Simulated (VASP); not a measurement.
YF5, 6 atoms in the cell. Symmetry: P6/mmm, No. 191, hexagonal system. The conventional cell has a = 4.160 Å, b = 4.160 Å, c = 5.647 Å, α = 90.00°, β = 90.00°, γ = 120.00°. Y (site symmetry 6/mmm) has 14 F at 2.82 to 2.93 Å within 3.7 Å. F (site symmetry 3m) has 7 F at 2.30 to 2.66 Å and 3 Y at 2.93 Å within 3.0 Å. F (site symmetry 6/mmm) has 12 F at 2.66 Å and 2 Y at 2.82 Å within 3.5 Å. The cell was generated, and may not be a known phase.

- Program: VASP 6.6.1
- Task: single point
- Functional: PBE
- Potentials or basis: VASP PAW PBE potentials, release 64 (Y_sv, F)
- Cutoff: 520 eV
- k mesh: 6 × 6 × 4
- Occupations: gaussian, width 0.1 eV
- Spin: collinear spin
- Starting moments: [0.0, 1.0, 1.0, 1.0, 1.0, 1.0] μB
- Dipole correction: no
- Further INCAR settings: ALGO = Normal; EDIFF = 1e-06; NBANDS = 36

Potentials or basis: VASP PAW PBE potentials, release 64 (Y_sv, F).

Command:

```sh
$ cat potpaw_PBE.64/Y_sv/POTCAR potpaw_PBE.64/F/POTCAR > POTCAR
$ mpirun -np 1 vasp_std > vasp.out
```

Hardware: 1 thread of AMD EPYC 7R13 Processor (Zen 3), on a shared host.

Task: How long does it take, and how much memory?

Result: Run time: 2.9 min on 1 thread of AMD EPYC 7R13 Processor (Zen 3), with other jobs on the host, peak memory 0.25 GiB. Counts: scf iterations 19, k points 21.
